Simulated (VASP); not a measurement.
# CsYPt2Se4 (P4/mmm) in VASP: a series of runs

CsYPt2Se4 is run at these levels: PBE; tasks: single point, relaxation of cell and atoms.

All numbers are computed with VASP 6.6.1; they aren't measurements. Logs are shortened: lines on timing, memory, paths and dates and some standing lists are left out, and cuts for length are marked.

## (1) The cell of the first run

It takes space group P4/mmm (No. 123, tetragonal). The conventional cell has a = 4.940 Å, b = 4.940 Å, c = 9.297 Å, α = 90.00°, β = 90.00°, γ = 90.00°. Cs (site symmetry 4/mmm) has 8 Se at 3.85 Å and 8 Pt at 4.30 Å and 2 Y at 4.65 Å and 4 Cs at 4.94 Å within 5.1 Å. Y (site symmetry 4/mmm) has 8 Se at 2.99 Å within 3.9 Å. Within 3.3 Å of Pt (site symmetry 4mm) lie 4 Se at 2.51 Å. Within 3.5 Å of Se (site symmetry 2mm) lie 2 Pt at 2.51 Å and 2 Y at 2.99 Å and 5 Se at 3.38 to 3.49 Å.

## (2) Single point, PBE

Input file INCAR:

```
ALGO = Normal
EDIFF = 1E-6
ENCUT = 520
GGA = PE
ISIF = 2
ISMEAR = 0
LASPH = T
LCHARG = F
LREAL = F
LWAVE = F
NBANDS = 42
NELM = 60
PREC = Accurate
SIGMA = 0.1
```

Input file KPOINTS:

```
k-points
0
Gamma
  4 4 2
```

Input file POSCAR:

```
CsYPt2Se4
1.0
    4.9400942035      0.0000000000      0.0000000000
    0.0000000000      4.9400942035      0.0000000000
    0.0000000000      0.0000000000      9.2968185619
Cs Y Pt Se
1 1 2 4
Direct
    0.5000000000      0.5000000000      0.0000000000
    0.5000000000      0.5000000000      0.5000000000
    0.0000000000      0.0000000000      0.7299698335
    0.0000000000      0.0000000000      0.2700301665
    0.5000000000      0.0000000000      0.6818033460
    0.0000000000      0.5000000000      0.6818033460
    0.5000000000      0.0000000000      0.3181966540
    0.0000000000      0.5000000000      0.3181966540
```

Potentials or basis: VASP PAW PBE potentials, release 64 (Cs_sv, Y_sv, Pt, Se).

On the command line:

```bash
$ cat potpaw_PBE.64/Cs_sv/POTCAR potpaw_PBE.64/Y_sv/POTCAR potpaw_PBE.64/Pt/POTCAR potpaw_PBE.64/Se/POTCAR > POTCAR
$ mpirun -np 1 vasp_std > vasp.out
```

OUTCAR:

```text
EDIFF = 1E-6
   ENCUT = 520
   GGA = PE
   ISIF = 2
   ISMEAR = 0
   LASPH = T
   LREAL = F
   NELM = 60
   PREC = Accurate

 ion  position               nearest neighbor table
   1  0.500  0.500  0.000-
   2  0.500  0.500  0.500-   5 2.99   6 2.99   7 2.99   8 2.99   5 2.99   7 2.99   6 2.99   8 2.99

   3  0.000  0.000  0.730-   5 2.51   6 2.51   6 2.51   5 2.51
   4  0.000  0.000  0.270-   7 2.51   8 2.51   8 2.51   7 2.51
   5  0.500  0.000  0.682-   3 2.51   3 2.51   2 2.99   2 2.99
   6  0.000  0.500  0.682-   3 2.51   3 2.51   2 2.99   2 2.99
   7  0.500  0.000  0.318-   4 2.51   4 2.51   2 2.99   2 2.99
   8  0.000  0.500  0.318-   4 2.51   4 2.51   2 2.99   2 2.99

  LATTYP: Found a simple tetragonal cell.
 ALAT       =     4.9400942035
 C/A-ratio  =     1.8819111901

  Lattice vectors:

 A1 = (   4.9400942035,   0.0000000000,   0.0000000000)
 A2 = (   0.0000000000,   4.9400942035,   0.0000000000)
 A3 = (   0.0000000000,   0.0000000000,   9.2968185619)

Analysis of symmetry for initial positions (statically):
=====================================================================
 Subroutine PRICEL returns:
 Original cell was already a primitive cell.

 Routine SETGRP: Setting up the symmetry group for a
 simple tetragonal supercell.

 Subroutine GETGRP returns: Found 16 space group operations
 (whereof 16 operations were pure point group operations)
 out of a pool of 16 trial point group operations.

The static configuration has the point symmetry D_4h.

Analysis of symmetry for dynamics (positions and initial velocities):
=====================================================================
 Subroutine PRICEL returns:
 Original cell was already a primitive cell.

 Routine SETGRP: Setting up the symmetry group for a
 simple tetragonal supercell.

 Subroutine GETGRP returns: Found 16 space group operations
 (whereof 16 operations were pure point group operations)
 out of a pool of 16 trial point group operations.

The dynamic configuration has the point symmetry D_4h.

 Subroutine INISYM returns: Found 16 space group operations
 (whereof 16 operations are pure point group operations),
 and found     1 'primitive' translations

----------------------------------------------------------------------------------------

                                     Primitive cell

  volume of cell :     226.8845

  direct lattice vectors                    reciprocal lattice vectors
     4.940094204  0.000000000  0.000000000     0.202425290  0.000000000  0.000000000
     0.000000000  4.940094204  0.000000000     0.000000000  0.202425290  0.000000000
     0.000000000  0.000000000  9.296818562     0.000000000  0.000000000  0.107563678

  length of vectors
     4.940094204  4.940094204  9.296818562     0.202425290  0.202425290  0.107563678

  position of ions in fractional coordinates (direct lattice)
     0.500000000  0.500000000  0.000000000
     0.500000000  0.500000000  0.500000000
     0.000000000  0.000000000  0.729969834
     0.000000000  0.000000000  0.270030166
     0.500000000  0.000000000  0.681803346
     0.000000000  0.500000000  0.681803346
     0.500000000  0.000000000  0.318196654
     0.000000000  0.500000000  0.318196654

  ion indices of the primitive-cell ions
   primitive index   ion index
                 1           1
                 2           2
                 3           3
                 4           4
                 5           5
                 6           6
                 7           7
                 8           8

----------------------------------------------------------------------------------------

 KPOINTS: k-points

Automatic generation of k-mesh.
 Grid dimensions read from file:
 generate k-points for:    4    4    2

 Generating k-lattice:

  Cartesian coordinates                     Fractional coordinates (reciprocal lattice)
     0.050606322  0.000000000  0.000000000     0.250000000  0.000000000  0.000000000
     0.000000000  0.050606322  0.000000000     0.000000000  0.250000000  0.000000000
     0.000000000  0.000000000  0.053781839     0.000000000  0.000000000  0.500000000

  Length of vectors
     0.050606322  0.050606322  0.053781839

  Shift w.r.t. Gamma in fractional coordinates (k-lattice)
     0.000000000  0.000000000  0.000000000

 Subroutine IBZKPT returns following result:
 ===========================================

 Found     12 irreducible k-points:

 Following reciprocal coordinates:
            Coordinates               Weight
  0.000000  0.000000  0.000000      1.000000
  0.250000  0.000000  0.000000      4.000000
  0.500000  0.000000  0.000000      2.000000
  0.250000  0.250000  0.000000      4.000000
  0.500000  0.250000  0.000000      4.000000
  0.500000  0.500000  0.000000      1.000000
  0.000000  0.000000  0.500000      1.000000
  0.250000  0.000000  0.500000      4.000000
  0.500000  0.000000  0.500000      2.000000
  0.250000  0.250000  0.500000      4.000000
  0.500000  0.250000  0.500000      4.000000
  0.500000  0.500000  0.500000      1.000000
   k-points           NKPTS =     12   k-points in BZ     NKDIM =     12   number of bands    NBANDS=     42
   number of dos      NEDOS =    301   number of ions     NIONS =      8
   total plane-waves  NPLWV = 112000
   dimension x,y,z NGX =    40 NGY =   40 NGZ =   70
   dimension x,y,z NGXF=    80 NGYF=   80 NGZF=  140
   ions per type =               1   1   2   4
   NGX,Y,Z   is equivalent  to a cutoff of  13.46, 13.46, 12.52 a.u.
   NGXF,Y,Z  is equivalent  to a cutoff of  26.92, 26.92, 25.03 a.u.
 SYSTEM =  unknown system
   PREC   = accura    normal or accurate (medium, high low for compatibility)
   ISTART =      0    job   : 0-new  1-cont  2-samecut
   ICHARG =      2    charge: 1-file 2-atom 10-const
   ISPIN  =      1    spin polarized calculation?
   LNONCOLLINEAR =      F non collinear calculations
   LSORBIT =      F    spin-orbit coupling
   LASPH  =      T    aspherical Exc in radial PAW
   ENCUT  =  520.0 eV  38.22 Ry    6.18 a.u.   9.19  9.19 17.29*2*pi/ulx,y,z
   NELM   =     60;   NELMIN=  2; NELMDL= -5     # of ELM steps
   EDIFF  = 0.1E-05   stopping-criterion for ELM
   LREAL  =      F    real-space projection
   EDIFFG = 0.1E-04   stopping-criterion for IOM
   NSW    =      0    number of steps for IOM
   IBRION =     -1    ionic relax: 0-MD 1-quasi-New 2-CG
   NFREE  =      0    steps in history (QN), initial steepest desc. (CG)
   ISIF   =      2    stress and relaxation
   ISYM   =      2    0-nonsym 1-usesym 2-fastsym
   POTIM  = 0.5000    time-step for ionic-motion
   TEBEG  =    0.0;   TEEND  =   0.0 temperature during run
   PSTRESS=    0.0 pullay stress
   NELECT =      64.0000    total number of electrons
   NUPDOWN=      -1.0000    fix difference up-down
   EMIN   =  10.00;   EMAX   =-10.00  energy-range for DOS
   EFERMI =   0.00;   METHOD = LEGACY
   ISMEAR =     0;   SIGMA  =   0.10  broadening in eV -4-tet -1-fermi 0-gaus
   EFERMI_NEDOS =   21; number of points for ismear=-14 and -15
   IALGO  =     38    algorithm
   IMIX   =      4    mixing-type and parameters
     AMIX     =   0.40;   BMIX     =  1.00
     AMIX_MAG =   1.60;   BMIX_MAG =  1.00
  volume/ion in A,a.u.               =      28.36       191.39
  Fermi-wavevector in a.u.,A,eV,Ry     =   1.073659  2.028922 15.684043  1.152745
  Thomas-Fermi vector in A             =   2.209465
   LORBIT       =      0    0 simple, 1 ext, 2 COOP (PROOUT), +10 PAW based schemes
   GGA     = PE    functional components
   LHFCALC =     F    Hartree Fock is set to
   AEXX    =    0.0000 exact exchange contribution
   IVDW    =     0    specifies the selected vdW correction
   LEPSILON=     F    determine dielectric tensor
   LRPA    =     F    only Hartree local field effects (RPA)
 non-spin polarized calculation
 Gauss-broadening in eV      SIGMA  =   0.10
  energy-cutoff  :      520.00
  volume of cell :      226.88
 maximum number of plane-waves:      6134
 NGX is ok and might be reduce to    40
   NGX = 19   NGY = 19   NGZ = 35

 number of electron      64.0000001 magnetization

 Free energy of the ion-electron system (eV)
  ---------------------------------------------------
  ext. energy  EPLUGINS =         0.00000000
  ---------------------------------------------------
  free energy    TOTEN  =       -39.80470189 eV

  energy without entropy =      -39.79781872  energy(sigma->0) =      -39.80126031

 E-fermi :   3.2273     XC(G=0):  -9.1421

 val. band max:        3.1511382085   @ k =   0.5000   0.5000   0.5000
 cond. band min:       3.2998327476   @ k =   0.0000   0.0000   0.5000
 fundamental gap:      0.1486945391
 Fermi energy:         3.2272975464

 k-point     1 :       0.0000    0.0000    0.0000
  band No.  band energies     occupation
      1     -39.4786      2.00000
      2     -19.4552      2.00000
      3     -19.4529      2.00000
      4     -19.4529      2.00000
      5     -18.2690      2.00000
      6     -10.4446      2.00000
[... 34 lines left out ...]
     41       7.5696      0.00000
     42       7.5696      0.00000

 k-point     2 :       0.2500    0.0000    0.0000
  band No.  band energies     occupation
      1     -39.4784      2.00000
      2     -19.4674      2.00000
      3     -19.4524      2.00000
      4     -19.4517      2.00000
      5     -18.2645      2.00000
      6     -10.2058      2.00000
[... 34 lines left out ...]
     41       7.5993      0.00000
     42       7.6624      0.00000

 k-point     3 :       0.5000    0.0000    0.0000
  band No.  band energies     occupation
      1     -39.4782      2.00000
      2     -19.4818      2.00000
      3     -19.4519      2.00000
      4     -19.4482      2.00000
      5     -18.2600      2.00000
      6      -9.7763      2.00000
[... 34 lines left out ...]
     41       8.0831      0.00000
     42       8.2819      0.00000

 k-point     4 :       0.2500    0.2500    0.0000
  band No.  band energies     occupation
      1     -39.4782      2.00000
      2     -19.4669      2.00000
      3     -19.4666      2.00000
      4     -19.4483      2.00000
      5     -18.2601      2.00000
      6      -9.9850      2.00000
[... 34 lines left out ...]
     41       7.7257      0.00000
     42       7.9156      0.00000

 k-point     5 :       0.5000    0.2500    0.0000
  band No.  band energies     occupation
      1     -39.4780      2.00000
      2     -19.4811      2.00000
      3     -19.4661      2.00000
      4     -19.4449      2.00000
      5     -18.2557      2.00000
      6      -9.6005      2.00000
[... 34 lines left out ...]
     41       7.9512      0.00000
     42       8.0370      0.00000

 k-point     6 :       0.5000    0.5000    0.0000
  band No.  band energies     occupation
      1     -39.4778      2.00000
      2     -19.4803      2.00000
      3     -19.4803      2.00000
      4     -19.4417      2.00000
      5     -18.2514      2.00000
      6      -9.4024      2.00000
[... 34 lines left out ...]
     41       7.7505      0.00000
     42       8.5172      0.00000

 k-point     7 :       0.0000    0.0000    0.5000
  band No.  band energies     occupation
      1     -39.4786      2.00000
      2     -19.4553      2.00000
      3     -19.4529      2.00000
      4     -19.4529      2.00000
      5     -18.2688      2.00000
      6     -10.4656      2.00000
[... 34 lines left out ...]
     41       7.9862      0.00000
     42       8.0442      0.00000

 k-point     8 :       0.2500    0.0000    0.5000
  band No.  band energies     occupation
      1     -39.4784      2.00000
      2     -19.4674      2.00000
      3     -19.4524      2.00000
      4     -19.4518      2.00000
      5     -18.2643      2.00000
      6     -10.2205      2.00000
[... 34 lines left out ...]
     41       7.8303      0.00000
     42       8.0755      0.00000

 k-point     9 :       0.5000    0.0000    0.5000
  band No.  band energies     occupation
      1     -39.4782      2.00000
      2     -19.4818      2.00000
      3     -19.4519      2.00000
      4     -19.4483      2.00000
      5     -18.2599      2.00000
      6      -9.7669      2.00000
[... 34 lines left out ...]
     41       7.7740      0.00000
     42       8.2436      0.00000

 k-point    10 :       0.2500    0.2500    0.5000
  band No.  band energies     occupation
      1     -39.4782      2.00000
      2     -19.4669      2.00000
      3     -19.4666      2.00000
      4     -19.4484      2.00000
      5     -18.2600      2.00000
      6      -9.9943      2.00000
[... 34 lines left out ...]
     41       7.7425      0.00000
     42       8.0022      0.00000

 k-point    11 :       0.5000    0.2500    0.5000
  band No.  band energies     occupation
      1     -39.4780      2.00000
      2     -19.4811      2.00000
      3     -19.4661      2.00000
      4     -19.4450      2.00000
      5     -18.2556      2.00000
      6      -9.5913      2.00000
[... 34 lines left out ...]
     41       7.9183      0.00000
     42       8.2314      0.00000

 k-point    12 :       0.5000    0.5000    0.5000
  band No.  band energies     occupation
      1     -39.4778      2.00000
      2     -19.4803      2.00000
      3     -19.4803      2.00000
      4     -19.4417      2.00000
      5     -18.2513      2.00000
      6      -9.3935      2.00000
[... 34 lines left out ...]
     41       8.2854      0.00000
     42       8.2861      0.00000

------------------------ aborting loop because EDIFF is reached ----------------------------------------

  FORCE on cell =-STRESS in cart. coord.  units (eV):
  Direction    XX          YY          ZZ          XY          YZ          ZX
  --------------------------------------------------------------------------------------
  -------------------------------------------------------------------------------------
  Total        0.1656516      0.1656516      0.0870713      0.0000000      0.0000000     -0.0000000
  in kB        1.1697722      1.1697722      0.6148667      0.0000000      0.0000000     -0.0000000
  external PRESSURE =       0.9848037 kB  Pullay stress =       0.0000000 kB

 VOLUME and BASIS-vectors are now :
 -----------------------------------------------------------------------------
  energy-cutoff  :      520.00
  volume of cell :      226.88
      direct lattice vectors                 reciprocal lattice vectors
     4.940094204  0.000000000  0.000000000     0.202425290  0.000000000  0.000000000
     0.000000000  4.940094204  0.000000000     0.000000000  0.202425290  0.000000000
     0.000000000  0.000000000  9.296818562     0.000000000  0.000000000  0.107563678

 POSITION                                       TOTAL-FORCE (eV/Angst)
 -----------------------------------------------------------------------------------
      2.47005      2.47005      0.00000         0.000000      0.000000      0.000000
      2.47005      2.47005      4.64841         0.000000      0.000000      0.000000
      0.00000      0.00000      6.78640        -0.000000      0.000000     -0.015064
      0.00000      0.00000      2.51042        -0.000000      0.000000      0.015064
      2.47005      0.00000      6.33860         0.000000     -0.000000      0.007253
      0.00000      2.47005      6.33860         0.000000      0.000000      0.007253
      2.47005      0.00000      2.95822         0.000000     -0.000000     -0.007253
      0.00000      2.47005      2.95822         0.000000     -0.000000     -0.007253
 -----------------------------------------------------------------------------------
    total drift:                                0.000000      0.000000     -0.000000

  FREE ENERGIE OF THE ION-ELECTRON SYSTEM (eV)
  ---------------------------------------------------
  free  energy   TOTEN  =       -39.8047018918 eV

  energy  without entropy=      -39.7978187200  energy(sigma->0) =      -39.80126031
```

It took 2.4 min on 1 thread of AMD EPYC 9R14 (Zen 4), shared host; peak memory 0.38 GiB.

Results:

```yaml
Free_energy: -39.8047 eV
Pressure: 0.1 GPa
Largest_force: 0.015 eV/Å
Band_gap_on_the_k_mesh: zero (bands 32 and 33 overlap by 0.73 eV)
```

Forces in eV/Å, atoms in the order of the input:
```
Cs   0.000  0.000  0.000
Y    0.000  0.000  0.000
Pt   0.000  0.000 -0.015
Pt   0.000  0.000  0.015
Se   0.000  0.000  0.007
Se   0.000  0.000  0.007
Se   0.000  0.000 -0.007
Se   0.000  0.000 -0.007
```

Caveat: spin-orbit coupling is left out, which moves the levels of the heavy elements.

[end of part 1 of 3]

The gap in the log of VASP goes by the Fermi energy; the results here count the filled bands.